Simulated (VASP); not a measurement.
Here is a VASP 6.6.1 calculation.

File INCAR:

```
PREC     = Accurate       # precision mode
ENCUT    = 520            # plane-wave cutoff, eV
EDIFF    = 1E-8           # SCF threshold, eV
ISMEAR   = -1             # smearing method
SIGMA    = 0.03           # smearing width, eV
LREAL    = False          # projectors in reciprocal space
LASPH    = True           # aspherical terms in the spheres
NELM     = 60             # most SCF steps
ALGO     = Normal         # electronic algorithm
ISIF     = 2              # what is computed and relaxed
LWAVE    = False          # write WAVECAR
LCHARG   = False          # write CHGCAR
GGA      = PS             # functional
LEFG     = True         
NBANDS   = 16             # bands
```

The input KPOINTS:

```
regular mesh
0
Gamma
  10 10 6
```

Contents of POSCAR:

```
AlN
1.0
    3.1110021516      0.0155550108      0.0155550108
   -1.5420300413      2.6864293891      0.0056935291
    0.0248900000      0.0248900000      4.9780000000
Al N
2 2
Direct
    0.3333333333      0.6666666667      0.0000000000
    0.6666666667      0.3333333333      0.5000000000
    0.3333333333      0.6666666667      0.3850000000
    0.6666666667      0.3333333333      0.8850000000
```

Potentials or basis: VASP PAW PBE potentials, release 64 (Al, N).

Command:

```console
$ cat potpaw_PBE.64/Al/POTCAR potpaw_PBE.64/N/POTCAR > POTCAR
$ mpirun -np 1 vasp_std > vasp.out
```

(1) Predict the band gap on the k mesh.

(2) Estimate the pressure.

(3) Estimate the largest force.

Answers

(1) 4.08 eV.

(2) 0.6 GPa.

(3) 0.249 eV/Å.

Caveat: the cell differs from its parent crystal (equal xy, yz and zx shear strains of +1 %); without QUAD_EFG the Cq values of the log hold for a quadrupole moment of 1 mb, not for the nuclei; the PAW data sets were made with another functional, which shifts forces and pressure a little.
